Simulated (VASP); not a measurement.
Here is a VASP 6.6.1 calculation.

INCAR

```
SYSTEM = GaN
PREC     = Accurate       ! precision mode
ENCUT    = 520            ! plane-wave cutoff, eV
EDIFF    = 1E-7           ! SCF threshold, eV
ISMEAR   = 0              ! smearing method
SIGMA    = 0.05           ! smearing width, eV
LREAL    = .False.        ! projectors in reciprocal space
LASPH    = .True.         ! aspherical terms in the spheres
NELM     = 60             ! most SCF steps
ALGO     = Normal         ! electronic algorithm
ISIF     = 2              ! what is computed and relaxed
LWAVE    = .False.        ! write WAVECAR
LCHARG   = .False.        ! write CHGCAR
GGA      = PE             ! functional
NBANDS   = 16             ! bands
```

Contents of KPOINTS:

```
Automatic mesh
0
Gamma
  10 10 10
  0 0 0
```

The input POSCAR:

```
GaN
1.0
    0.0000000000      2.2742384928      2.2742384928
    2.2742384928      0.0000000000      2.2742384928
    2.2742384928      2.2742384928      0.0000000000
Ga N
1 1
Direct
   -0.0033125644      0.0033125644     -0.0033125644
    0.7664890358      0.7335109642      0.7664890358
```

Potentials or basis: VASP PAW PBE potentials, release 64 (Ga_d, N).

Launch:

```sh
$ cat potpaw_PBE.64/Ga_d/POTCAR potpaw_PBE.64/N/POTCAR > POTCAR
$ mpirun -np 1 vasp_std > vasp.out
```

(1) What does it give for the largest force?

(2) What does it give for the pressure?

(3) What does it give for the band gap on the k mesh?

Results:

(1) 1.007 eV/Å.

(2) 0.8 GPa.

(3) 1.39 eV.

Caveat: the cell differs from its parent crystal (atoms displaced along a vibrational mode); forces of over 1 eV/Å act on the atoms, so gaps and moduli don't describe the material at rest.
